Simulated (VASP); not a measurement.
# TiPt3 (Pm-3m) in VASP: further runs

Runs on TiPt3. Level: LDA. Tasks: single point.

All numbers are computed with VASP 6.6.1; they aren't measurements. Logs are shortened: lines on timing, memory, paths and dates and some standing lists are left out, and cuts for length are marked.

## 1. The cell of the first run

It takes space group Pm-3m (No. 221, cubic). Conventional cell: a = 3.844 Å, b = 3.844 Å, c = 3.844 Å, α = 90.00°, β = 90.00°, γ = 90.00°. Within 3.6 Å of Pt (site symmetry 4/mmm) lie 8 Pt at 2.72 Å and 4 Ti at 2.72 Å. Ti (site symmetry m-3m) has 12 Pt at 2.72 Å within 3.6 Å.

## 2. Single point, LDA (volume scaled by 0.96)

Input file INCAR:

```
SYSTEM = TiPt3
PREC     = Accurate       ! precision mode
ENCUT    = 520            ! plane-wave cutoff, eV
EDIFF    = 1E-6           ! SCF threshold, eV
ISMEAR   = -1             ! smearing method
SIGMA    = 0.05           ! smearing width, eV
LREAL    = .False.        ! projectors in reciprocal space
LASPH    = .True.         ! aspherical terms in the spheres
NELM     = 60             ! most SCF steps
ALGO     = Normal         ! electronic algorithm
ISIF     = 2              ! what is computed and relaxed
LWAVE    = .False.        ! write WAVECAR
LCHARG   = .False.        ! write CHGCAR
GGA      = CA             ! functional
NBANDS   = 29             ! bands
```

Input file KPOINTS:

```
regular mesh
0
Gamma
  7 7 7
  0 0 0
```

Input file POSCAR:

```
TiPt3
1.0
    3.8443313815      0.0000000000      0.0000000000
    0.0000000000      3.8443313815      0.0000000000
    0.0000000000      0.0000000000      3.8443313815
Pt Ti
3 1
Direct
    0.5000000000      0.5000000000      0.0000000000
    0.5000000000      0.0000000000      0.5000000000
    0.0000000000      0.5000000000      0.5000000000
    0.0000000000      0.0000000000      0.0000000000
```

Potentials or basis: VASP PAW LDA potentials, release 64 (Pt, Ti_sv).

Launch:

```sh
$ cat potpaw_LDA.64/Pt/POTCAR potpaw_LDA.64/Ti_sv/POTCAR > POTCAR
$ mpirun -np 1 vasp_std > vasp.out
```

OUTCAR:

```text
SYSTEM = TiPt3
   PREC = Accurate
   ENCUT = 520
   EDIFF = 1E-6
   ISMEAR = -1
   LREAL = .False.
   LASPH = .True.
   NELM = 60
   ISIF = 2
   GGA = CA

 ion  position               nearest neighbor table
   1  0.500  0.500  0.000-   2 2.72   3 2.72   4 2.72   2 2.72   3 2.72   2 2.72   4 2.72   2 2.72
                             3 2.72   4 2.72   3 2.72   4 2.72
   2  0.500  0.000  0.500-   1 2.72   3 2.72   4 2.72   1 2.72   4 2.72   1 2.72   3 2.72   1 2.72
                             3 2.72   4 2.72   4 2.72   3 2.72
   3  0.000  0.500  0.500-   1 2.72   2 2.72   4 2.72   1 2.72   4 2.72   2 2.72   4 2.72   4 2.72
                             1 2.72   2 2.72   1 2.72   2 2.72
   4  0.000  0.000  0.000-   1 2.72   2 2.72   3 2.72   2 2.72   3 2.72   1 2.72   3 2.72   3 2.72
                             1 2.72   2 2.72   2 2.72   1 2.72

  LATTYP: Found a simple cubic cell.
 ALAT       =     3.8443313815

  Lattice vectors:

 A1 = (   3.8443313815,   0.0000000000,   0.0000000000)
 A2 = (   0.0000000000,   3.8443313815,   0.0000000000)
 A3 = (   0.0000000000,   0.0000000000,   3.8443313815)

Analysis of symmetry for initial positions (statically):
=====================================================================
 Subroutine PRICEL returns:
 Original cell was already a primitive cell.

 Routine SETGRP: Setting up the symmetry group for a
 simple cubic supercell.

 Subroutine GETGRP returns: Found 48 space group operations
 (whereof 48 operations were pure point group operations)
 out of a pool of 48 trial point group operations.

The static configuration has the point symmetry O_h .

Analysis of symmetry for dynamics (positions and initial velocities):
=====================================================================
 Subroutine PRICEL returns:
 Original cell was already a primitive cell.

 Routine SETGRP: Setting up the symmetry group for a
 simple cubic supercell.

 Subroutine GETGRP returns: Found 48 space group operations
 (whereof 48 operations were pure point group operations)
 out of a pool of 48 trial point group operations.

The dynamic configuration has the point symmetry O_h .

 Subroutine INISYM returns: Found 48 space group operations
 (whereof 48 operations are pure point group operations),
 and found     1 'primitive' translations

----------------------------------------------------------------------------------------

                                     Primitive cell

  volume of cell :      56.8149

  direct lattice vectors                    reciprocal lattice vectors
     3.844331381  0.000000000  0.000000000     0.260123257  0.000000000  0.000000000
     0.000000000  3.844331381  0.000000000     0.000000000  0.260123257  0.000000000
     0.000000000  0.000000000  3.844331381     0.000000000  0.000000000  0.260123257

  length of vectors
     3.844331381  3.844331381  3.844331381     0.260123257  0.260123257  0.260123257

  position of ions in fractional coordinates (direct lattice)
     0.500000000  0.500000000  0.000000000
     0.500000000  0.000000000  0.500000000
     0.000000000  0.500000000  0.500000000
     0.000000000  0.000000000  0.000000000

  ion indices of the primitive-cell ions
   primitive index   ion index
                 1           1
                 2           2
                 3           3
                 4           4

----------------------------------------------------------------------------------------

 KPOINTS: regular mesh

Automatic generation of k-mesh.
 Grid dimensions read from file:
 generate k-points for:    7    7    7

 Generating k-lattice:

  Cartesian coordinates                     Fractional coordinates (reciprocal lattice)
     0.037160465  0.000000000  0.000000000     0.142857143  0.000000000  0.000000000
     0.000000000  0.037160465  0.000000000     0.000000000  0.142857143  0.000000000
     0.000000000  0.000000000  0.037160465     0.000000000  0.000000000  0.142857143

  Length of vectors
     0.037160465  0.037160465  0.037160465

  Shift w.r.t. Gamma in fractional coordinates (k-lattice)
     0.000000000  0.000000000  0.000000000

 Subroutine IBZKPT returns following result:
 ===========================================

 Found     20 irreducible k-points:

 Following reciprocal coordinates:
            Coordinates               Weight
  0.000000  0.000000  0.000000      1.000000
  0.142857  0.000000  0.000000      6.000000
  0.285714  0.000000  0.000000      6.000000
  0.428571  0.000000  0.000000      6.000000
  0.142857  0.142857  0.000000     12.000000
  0.285714  0.142857  0.000000     24.000000
[... 12 lines left out ...]
  0.428571  0.428571  0.285714     24.000000
  0.428571  0.428571  0.428571      8.000000
   k-points           NKPTS =     20   k-points in BZ     NKDIM =     20   number of bands    NBANDS=     29
   number of dos      NEDOS =    301   number of ions     NIONS =      4
   total plane-waves  NPLWV =  27000
   dimension x,y,z NGX =    30 NGY =   30 NGZ =   30
   dimension x,y,z NGXF=    60 NGYF=   60 NGZF=   60
   ions per type =               3   1
   NGX,Y,Z   is equivalent  to a cutoff of  12.97, 12.97, 12.97 a.u.
   NGXF,Y,Z  is equivalent  to a cutoff of  25.95, 25.95, 25.95 a.u.
 SYSTEM =  TiPt3
   PREC   = accura    normal or accurate (medium, high low for compatibility)
   ISTART =      0    job   : 0-new  1-cont  2-samecut
   ICHARG =      2    charge: 1-file 2-atom 10-const
   ISPIN  =      1    spin polarized calculation?
   LNONCOLLINEAR =      F non collinear calculations
   LSORBIT =      F    spin-orbit coupling
   LASPH  =      T    aspherical Exc in radial PAW
   ENCUT  =  520.0 eV  38.22 Ry    6.18 a.u.   7.15  7.15  7.15*2*pi/ulx,y,z
   NELM   =     60;   NELMIN=  2; NELMDL= -5     # of ELM steps
   EDIFF  = 0.1E-05   stopping-criterion for ELM
   LREAL  =      F    real-space projection
   EDIFFG = 0.1E-04   stopping-criterion for IOM
   NSW    =      0    number of steps for IOM
   IBRION =     -1    ionic relax: 0-MD 1-quasi-New 2-CG
   NFREE  =      0    steps in history (QN), initial steepest desc. (CG)
   ISIF   =      2    stress and relaxation
   ISYM   =      2    0-nonsym 1-usesym 2-fastsym
   POTIM  = 0.5000    time-step for ionic-motion
   TEBEG  =    0.0;   TEEND  =   0.0 temperature during run
   PSTRESS=    0.0 pullay stress
   NELECT =      42.0000    total number of electrons
   NUPDOWN=      -1.0000    fix difference up-down
   EMIN   =  10.00;   EMAX   =-10.00  energy-range for DOS
   EFERMI =   0.00;   METHOD = LEGACY
   ISMEAR =    -1;   SIGMA  =   0.05  broadening in eV -4-tet -1-fermi 0-gaus
   EFERMI_NEDOS =   21; number of points for ismear=-14 and -15
   IALGO  =     38    algorithm
   IMIX   =      4    mixing-type and parameters
     AMIX     =   0.40;   BMIX     =  1.00
     AMIX_MAG =   1.60;   BMIX_MAG =  1.00
  volume/ion in A,a.u.               =      14.20        95.85
  Fermi-wavevector in a.u.,A,eV,Ry     =   1.480257  2.797280 29.812551  2.191161
  Thomas-Fermi vector in A             =   2.594313
   LORBIT       =      0    0 simple, 1 ext, 2 COOP (PROOUT), +10 PAW based schemes
   GGA     = CA    functional components
   LHFCALC =     F    Hartree Fock is set to
   AEXX    =    0.0000 exact exchange contribution
   IVDW    =     0    specifies the selected vdW correction
   LEPSILON=     F    determine dielectric tensor
   LRPA    =     F    only Hartree local field effects (RPA)
 non-spin polarized calculation
  energy-cutoff  :      520.00
  volume of cell :       56.81
 maximum number of plane-waves:      1551
 NGX is ok and might be reduce to    30
   NGX = 15   NGY = 15   NGZ = 15

 number of electron      41.9999996 magnetization

 Free energy of the ion-electron system (eV)
  ---------------------------------------------------
  ext. energy  EPLUGINS =         0.00000000
  ---------------------------------------------------
  free energy    TOTEN  =       -34.59466855 eV

  energy without entropy =      -34.58132870  energy(sigma->0) =      -34.58799863

 E-fermi :  12.5013     XC(G=0): -13.7389

 val. band max:       12.3306978301   @ k =   0.4286   0.0000   0.0000
 cond. band min:      12.5410010847   @ k =   0.4286   0.1429   0.1429
 fundamental gap:      0.2103032545
 Fermi energy:        12.5013459963

 k-point     1 :       0.0000    0.0000    0.0000
  band No.  band energies     occupation
      1     -44.9244      2.00000
      2     -21.5489      2.00000
      3     -21.5489      2.00000
      4     -21.5489      2.00000
      5       1.8370      2.00000
      6       4.5839      2.00000
[... 21 lines left out ...]
     28      14.6625      0.00000
     29      21.3526      0.00000

 k-point     2 :       0.1429    0.0000    0.0000
  band No.  band energies     occupation
      1     -44.9239      2.00000
      2     -21.5560      2.00000
      3     -21.5501      2.00000
      4     -21.5501      2.00000
      5       2.1185      2.00000
      6       4.7655      2.00000
[... 21 lines left out ...]
     28      15.9632      0.00000
     29      20.8279      0.00000

 k-point     3 :       0.2857    0.0000    0.0000
  band No.  band energies     occupation
      1     -44.9228      2.00000
      2     -21.5720      2.00000
      3     -21.5528      2.00000
      4     -21.5528      2.00000
      5       2.9037      2.00000
      6       5.2140      2.00000
[... 21 lines left out ...]
     28      17.9438      0.00000
     29      20.0414      0.00000

 k-point     4 :       0.4286    0.0000    0.0000
  band No.  band energies     occupation
      1     -44.9218      2.00000
      2     -21.5848      2.00000
      3     -21.5550      2.00000
      4     -21.5550      2.00000
      5       3.8887      2.00000
      6       5.3794      2.00000
[... 469 lines left out ...]
     28      16.3649      0.00000
     29      18.2775      0.00000

 k-point    19 :       0.4286    0.4286    0.2857
  band No.  band energies     occupation
      1     -44.9211      2.00000
      2     -21.5710      2.00000
      3     -21.5686      2.00000
      4     -21.5631      2.00000
      5       4.7071      2.00000
      6       5.0437      2.00000
[... 21 lines left out ...]
     28      15.5365      0.00000
     29      18.7294      0.00000

 k-point    20 :       0.4286    0.4286    0.4286
  band No.  band energies     occupation
      1     -44.9212      2.00000
      2     -21.5674      2.00000
      3     -21.5652      2.00000
      4     -21.5652      2.00000
      5       4.5585      2.00000
      6       4.7435      2.00000
[... 21 lines left out ...]
     28      14.3476      0.00000
     29      18.5294      0.00000

------------------------ aborting loop because EDIFF is reached ----------------------------------------

  FORCE on cell =-STRESS in cart. coord.  units (eV):
  Direction    XX          YY          ZZ          XY          YZ          ZX
  --------------------------------------------------------------------------------------
  -------------------------------------------------------------------------------------
  Total        2.6574638      2.6574638      2.6574638      0.0000000     -0.0000000      0.0000000
  in kB       74.9403097     74.9403097     74.9403097      0.0000000     -0.0000000      0.0000000
  external PRESSURE =      74.9403097 kB  Pullay stress =       0.0000000 kB

 VOLUME and BASIS-vectors are now :
 -----------------------------------------------------------------------------
  energy-cutoff  :      520.00
  volume of cell :       56.81
      direct lattice vectors                 reciprocal lattice vectors
     3.844331381  0.000000000  0.000000000     0.260123257  0.000000000  0.000000000
     0.000000000  3.844331381  0.000000000     0.000000000  0.260123257  0.000000000
     0.000000000  0.000000000  3.844331381     0.000000000  0.000000000  0.260123257

 POSITION                                       TOTAL-FORCE (eV/Angst)
 -----------------------------------------------------------------------------------
      1.92217      1.92217      0.00000         0.000000      0.000000      0.000000
      1.92217      0.00000      1.92217         0.000000      0.000000      0.000000
      0.00000      1.92217      1.92217         0.000000      0.000000      0.000000
      0.00000      0.00000      0.00000         0.000000      0.000000      0.000000
 -----------------------------------------------------------------------------------
    total drift:                                0.000000      0.000000     -0.000000

  FREE ENERGIE OF THE ION-ELECTRON SYSTEM (eV)
  ---------------------------------------------------
  free  energy   TOTEN  =       -34.5946685522 eV

  energy  without entropy=      -34.5813286986  energy(sigma->0) =      -34.58799863
```

Run time: 33 s. Hardware: 1 thread of Intel Xeon Platinum 8488C (Sapphire Rapids), shared host; peak memory 0.16 GiB.

Results:

- Free energy: -34.5947 eV
- Pressure: 7.5 GPa
- Band gap on the k mesh: zero (band 21 reaches 13.96 eV, above the bottom of band 22 at 12.33 eV)

Caveat: spin-orbit coupling is left out, which moves the levels of the heavy elements.

## 3. Single point, LDA (volume scaled by 0.98)

Input file INCAR:

```
SYSTEM = TiPt3
PREC = Accurate ; ENCUT = 520
EDIFF = 1E-7 ; ISMEAR = -1
SIGMA = 0.05 ; LREAL = .False.
LASPH = .True. ; NELM = 100
ALGO = Fast ; ISIF = 2
LWAVE = .False. ; LCHARG = .True.
GGA = CA ; LELF = .True.
LVHAR = .True. ; NBANDS = 29
```

KPOINTS is that of step 2.

Input file POSCAR:

```
TiPt3
1.0
    3.8708448495      0.0000000000      0.0000000000
    0.0000000000      3.8708448495      0.0000000000
    0.0000000000      0.0000000000      3.8708448495
Pt Ti
3 1
Direct
    0.5000000000      0.5000000000      0.0000000000
    0.5000000000      0.0000000000      0.5000000000
    0.0000000000      0.5000000000      0.5000000000
    0.0000000000      0.0000000000      0.0000000000
```

Potentials or basis: VASP PAW LDA potentials, release 64 (Pt, Ti_sv).

Launch:

```sh
$ cat potpaw_LDA.64/Pt/POTCAR potpaw_LDA.64/Ti_sv/POTCAR > POTCAR
$ mpirun -np 1 vasp_std > vasp.out
```

Wall time 84 s (1 thread of Intel Xeon Platinum 8488C (Sapphire Rapids), shared host); peak memory 0.16 GiB.

Results (log left out):

```
Free energy            : -34.6275 eV
Pressure               : 1.2 GPa
Band gap on the k mesh : zero (band 21 reaches 13.52 eV, above the bottom of band 22 at 11.95 eV)
```

Levels at points of the mesh, in eV from the Fermi level:
```tsv
k point	band 18	band 19	band 20	band 21	band 22	band 23	band 24	band 25
(0.00, 0.00, 0.00)	0.03	0.03	0.03	1.41	1.41	1.58	1.58	1.58
```

Caveat: spin-orbit coupling is left out, which moves the levels of the heavy elements.
